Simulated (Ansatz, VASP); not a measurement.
## Ir in VASP and in Ansatz

```
Ir
1.0
     2.71894    0.00000    0.00000
    -1.35947    2.35467    0.00000
     0.00000    0.00000    4.40782
Ir
2
Direct
  0.33333 0.66667 0.25000
  0.66667 0.33333 0.75000
```

Alike in both runs: functional PBEsol; k mesh 18 × 18 × 10; occupations gaussian, width 0.1 eV; no spin polarisation.

Ansatz relaxed the structure, and its values are those at the end. VASP's run is a single point on that final structure, the one shown.

```csv
,VASP,Ansatz
version,VASP 6.6.1,Ansatz 0.2.0
potentials or method,"VASP PAW PBE potentials, release 64 (Ir), cutoff 520 eV","scalar-relativistic, plane waves, PAW"
valence electrons in the cell,18,34
```

```csv
,VASP,Ansatz,Ansatz less VASP
gap on the k mesh at the Fermi level (eV),none,none,-
pressure (GPa),1.0,0.0,-0.97
```

VASP's potentials were made for PBE, not for PBEsol. A gap of «none» marks a metal or a gap that the smearing closes. VASP's potentials hold 18 valence electrons a cell and Ansatz's 34, so a difference there can come from the potentials and not from the codes.

Neither program's run includes spin-orbit coupling.
